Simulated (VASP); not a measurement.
# Sr4O3 (P1) in VASP: relaxation of cell and atoms with PBE

Aim: the relaxation of cell and atoms of Sr4O3 with PBE.

Everything below comes from runs of VASP 6.6.1. Logs are shortened: lines on timing, memory, paths and dates and some standing lists are left out, and cuts for length are marked.

## (1) The cell of the first run

The typed cell holds 7 atoms: a = 5.695 Å, b = 5.682 Å, c = 5.587 Å, α = 90.48°, β = 92.51°, γ = 91.83°.

## (2) Relaxation of cell and atoms, PBE

The input, INCAR:

```
SYSTEM = Sr4O3
PREC = Accurate
ENCUT = 600
EDIFF = 1E-6
ISMEAR = 0
SIGMA = 0.1
LREAL = .False.
LASPH = .True.
NELM = 60
ALGO = Normal
ISIF = 3
LWAVE = .False.
LCHARG = .False.
GGA = PE
IBRION = 2
NSW = 80
EDIFFG = -0.025
```

The input, KPOINTS:

```
Automatic mesh
0
Gamma
  2 2 2
  0 0 0
```

The input, POSCAR:

```
Sr4O3
1.0
    5.6932898212     -0.0912912245     -0.1236742870
   -0.0912912245      5.6810965262     -0.0247803794
   -0.1236742870     -0.0247803794      5.5858693899
Sr O
4 3
Direct
    0.7727991546      0.7611152365      0.7465371004
    0.2156039485      0.2109048264      0.7708630424
    0.2378955476      0.7572181851      0.2412845898
    0.7541062450      0.2872478799      0.2413276497
   -0.0038969991      0.0204624008      0.4837741856
    0.5308232754     -0.0302647243      0.9901719263
    0.9926688279      0.4933161956      1.0260415058
```

Potentials or basis: VASP PAW PBE potentials, release 64 (Sr_sv, O).

The run is started by

```
cat potpaw_PBE.64/Sr_sv/POTCAR potpaw_PBE.64/O/POTCAR > POTCAR
mpirun -np 1 vasp_std > vasp.out
```

OUTCAR:

```text
SYSTEM = Sr4O3
   PREC = Accurate
   ENCUT = 600
   EDIFF = 1E-6
   ISMEAR = 0
   LREAL = .False.
   LASPH = .True.
   NELM = 60
   ISIF = 3
   GGA = PE
   IBRION = 2
   NSW = 80
   EDIFFG = -0.025

 ion  position               nearest neighbor table
   1  0.773  0.761  0.747-   6 2.32   5 2.45   7 2.51   2 3.53   3 3.74   4 3.88   4 3.88   3 3.96
                             3 4.06   4 4.06   2 4.08   4 4.13   2 4.14   3 4.20   2 4.39
   2  0.216  0.211  0.771-   5 2.24   7 2.54   6 2.57   1 3.53   3 3.70   4 3.83   4 3.91   3 3.92
                             4 3.96   3 4.05   1 4.08   1 4.14   3 4.31   4 4.37   1 4.39
   3  0.238  0.757  0.241-   7 2.31   5 2.50   6 2.51   2 3.70   1 3.74   4 3.78   2 3.92   1 3.96
                             4 4.03   2 4.05   1 4.06   4 4.14   4 4.15   1 4.20   2 4.31
   4  0.754  0.287  0.241-   7 2.17   5 2.46   6 2.55   3 3.78   2 3.83   1 3.88   1 3.88   2 3.91
                             2 3.96   3 4.03   1 4.06   1 4.13   3 4.14   3 4.15   2 4.37
   5  0.996  0.020  0.484-   2 2.24   1 2.45   4 2.46   3 2.50
   6  0.531  0.970  0.990-   1 2.32   3 2.51   4 2.55   2 2.57
   7  0.993  0.493  0.026-   4 2.17   3 2.31   1 2.51   2 2.54

  LATTYP: Found a triclinic cell.
 ALAT       =     9.7856999547
 B/A-ratio  =     0.5806313330
 C/A-ratio  =     0.5709651133
 COS(alpha) =     0.0084390581
 COS(beta)  =     0.5503933971
 COS(gamma) =     0.6040701435

  Lattice vectors:

 A1 = (  -5.6609067587,   5.7971681301,  -5.4869754823)
 A2 = (  -0.0912912245,   5.6810965262,  -0.0247803794)
 A3 = (   0.1236742870,   0.0247803794,  -5.5858693899)

Analysis of symmetry for initial positions (statically):
=====================================================================
 Subroutine PRICEL returns:
 Original cell was already a primitive cell.

 Routine SETGRP: Setting up the symmetry group for a
 triclinic supercell.

 Subroutine GETGRP returns: Found  1 space group operations
 (whereof  1 operations were pure point group operations)
 out of a pool of  2 trial point group operations.

The static configuration has the point symmetry C_1 .

Analysis of symmetry for dynamics (positions and initial velocities):
=====================================================================
 Subroutine PRICEL returns:
 Original cell was already a primitive cell.

 Routine SETGRP: Setting up the symmetry group for a
 triclinic supercell.

 Subroutine GETGRP returns: Found  1 space group operations
 (whereof  1 operations were pure point group operations)
 out of a pool of  2 trial point group operations.

[... 98 lines left out ...]
   NFREE  =      1    steps in history (QN), initial steepest desc. (CG)
   ISIF   =      3    stress and relaxation
   ISYM   =      2    0-nonsym 1-usesym 2-fastsym
   POTIM  = 0.5000    time-step for ionic-motion
   TEBEG  =    0.0;   TEEND  =   0.0 temperature during run
   PSTRESS=    0.0 pullay stress
   NELECT =      58.0000    total number of electrons
   NUPDOWN=      -1.0000    fix difference up-down
   EMIN   =  10.00;   EMAX   =-10.00  energy-range for DOS
   EFERMI =   0.00;   METHOD = LEGACY
   ISMEAR =     0;   SIGMA  =   0.10  broadening in eV -4-tet -1-fermi 0-gaus
   EFERMI_NEDOS =   21; number of points for ismear=-14 and -15
   IALGO  =     38    algorithm
   IMIX   =      4    mixing-type and parameters
     AMIX     =   0.40;   BMIX     =  1.00
     AMIX_MAG =   1.60;   BMIX_MAG =  1.00
  volume/ion in A,a.u.               =      25.79       174.04
  Fermi-wavevector in a.u.,A,eV,Ry     =   1.121241  2.118838 17.104991  1.257181
  Thomas-Fermi vector in A             =   2.257893
   LORBIT       =      0    0 simple, 1 ext, 2 COOP (PROOUT), +10 PAW based schemes
   GGA     = PE    functional components
   LHFCALC =     F    Hartree Fock is set to
   AEXX    =    0.0000 exact exchange contribution
   IVDW    =     0    specifies the selected vdW correction
   LEPSILON=     F    determine dielectric tensor
   LRPA    =     F    only Hartree local field effects (RPA)
 conjugate gradient relaxation of ions
 non-spin polarized calculation
 Gauss-broadening in eV      SIGMA  =   0.10
  energy-cutoff  :      600.00
  volume of cell :      180.53
 maximum number of plane-waves:      6042
 NGX is ok and might be reduce to    48
   NGX = 23   NGY = 23   NGZ = 23

--------------------------------------- Ionic step        1  -------------------------------------------

 number of electron      58.0000000 magnetization

 Free energy of the ion-electron system (eV)
  ---------------------------------------------------
  ext. energy  EPLUGINS =         0.00000000
  ---------------------------------------------------
  free energy    TOTEN  =       -35.80842623 eV

  energy without entropy =      -35.80671379  energy(sigma->0) =      -35.80757001

------------------------ aborting loop because EDIFF is reached ----------------------------------------

  FORCE on cell =-STRESS in cart. coord.  units (eV):
  Direction    XX          YY          ZZ          XY          YZ          ZX
  --------------------------------------------------------------------------------------
  -------------------------------------------------------------------------------------
  Total        2.8443113      2.4991467      3.4379610      3.0445283      0.1134085      0.6302741
  in kB       25.2424863     22.1792446     30.5109647     27.0193570      1.0064692      5.5935105
  external PRESSURE =      25.9775652 kB  Pullay stress =       0.0000000 kB
[... 104 lines left out ...]
  FREE ENERGIE OF THE ION-ELECTRON SYSTEM (eV)
  ---------------------------------------------------
  free  energy   TOTEN  =       -36.2299424564 eV

  energy  without entropy=      -36.2290949356  energy(sigma->0) =      -36.22951870

[... ionic steps 4 to 11 ...]

--------------------------------------- Ionic step       12  -------------------------------------------

 number of electron      58.0000013 magnetization

------------------------ aborting loop because EDIFF is reached ----------------------------------------
[... 77 lines left out ...]
--------------------------------------- Ionic step       14  -------------------------------------------

 number of electron      58.0000014 magnetization

 Free energy of the ion-electron system (eV)
  ---------------------------------------------------
  ext. energy  EPLUGINS =         0.00000000
  ---------------------------------------------------
  free energy    TOTEN  =       -36.49707703 eV

  energy without entropy =      -36.49643661  energy(sigma->0) =      -36.49675682

 E-fermi :   2.6774     XC(G=0):  -8.2340

 val. band max:        2.4735899426   @ k =  -0.0000   0.5000   0.5000
 cond. band min:       2.8807744344   @ k =   0.0000  -0.0000   0.5000
 fundamental gap:      0.4071844918
 Fermi energy:         2.6774079946

 k-point     1 :       0.0000    0.0000    0.0000
  band No.  band energies     occupation
      1     -32.8561      2.00000
      2     -32.7998      2.00000
      3     -32.7991      2.00000
      4     -32.7982      2.00000
      5     -16.5338      2.00000
      6     -16.5284      2.00000
[... 319 lines left out ...]
  FREE ENERGIE OF THE ION-ELECTRON SYSTEM (eV)
  ---------------------------------------------------
  free  energy   TOTEN  =       -36.4970770337 eV

  energy  without entropy=      -36.4964366095  energy(sigma->0) =      -36.49675682

 reached required accuracy - stopping structural energy minimisation
```

It took 8.8 min on 1 thread of Intel Xeon 6975P-C, shared host; peak memory 0.37 GiB.

What came out:

| Quantity | Value |
| --- | --- |
| Free energy | -36.4971 eV |
| Relaxed volume | 26.81 Å³/atom |
| Relaxed cell | a = 5.726 Å, b = 5.722 Å, c = 5.727 Å, α = 89.99°, β = 89.92°, γ = 89.98° |
| Space group after relaxing (to 0.05 Å) | P-43m (No. 215) |
| Energy gained by relaxing | 98.4 meV/atom |
| Ionic steps | 14 |
| Pressure after relaxing | 0.0 GPa |
| Largest force after relaxing | 0.021 eV/Å |
| Band gap on the k mesh | 0.41 eV, indirect (least direct gap 0.72 eV) |

Forces in eV/Å, atoms in the order of the input:
```
Sr   0.008 -0.003 -0.002
Sr  -0.012  0.017  0.006
Sr  -0.009  0.006 -0.003
Sr   0.009 -0.005  0.005
O    0.006 -0.021 -0.001
O   -0.001  0.011  0.004
O   -0.001 -0.005 -0.008
```

Step by step:
| step | energy change (eV) | largest force (eV/Å) | pressure (GPa) | volume (Å³) |
| --- | --- | --- | --- | --- |
| 1 | 0.0000 | 2.2087 | 2.60 | 180.53 |
| 2 | -0.4192 | 0.8518 | -1.21 | 191.59 |
| 3 | -0.4215 | 0.8407 | -1.42 | 192.58 |
| 4 | -0.5350 | 0.6068 | -0.22 | 187.65 |
| 5 | -0.5673 | 0.4710 | 1.07 | 183.25 |
| 6 | -0.6335 | 0.3416 | 0.47 | 185.63 |
| 7 | -0.6518 | 0.3452 | 0.01 | 187.73 |
| 8 | -0.6738 | 0.1943 | -0.18 | 188.34 |
| 9 | -0.6821 | 0.1314 | -0.36 | 189.00 |
| 10 | -0.6861 | 0.0705 | 0.30 | 186.38 |
| 11 | -0.6865 | 0.0760 | 0.15 | 186.97 |
| 12 | -0.6882 | 0.0360 | 0.04 | 187.37 |
| 13 | -0.6883 | 0.0334 | 0.01 | 187.48 |
| 14 | -0.6887 | 0.0214 | -0.03 | 187.65 |

Final structure:
```yaml
crystal:
  lattice:
    - [5.72633, 0.00136, 0.00475]
    - [0.00088, 5.72191, 0.00210]
    - [0.00336, -0.00159, 5.72696]
  atoms:
    - { symbol: Sr, position: [0.76056, 0.76036, 0.76036] }
    - { symbol: Sr, position: [0.23992, 0.23899, 0.76037] }
    - { symbol: Sr, position: [0.23965, 0.76017, 0.23998] }
    - { symbol: Sr, position: [0.75996, 0.23978, 0.23922] }
    - { symbol: O, position: [0.99960, 0.00123, 0.49987] }
    - { symbol: O, position: [0.50000, 0.99923, 0.99992] }
    - { symbol: O, position: [0.00032, 0.50024, 0.00027] }
```

Caveat: the k points lie up to 0.55 Å⁻¹ apart in the final cell. A k mesh can miss the band edges.
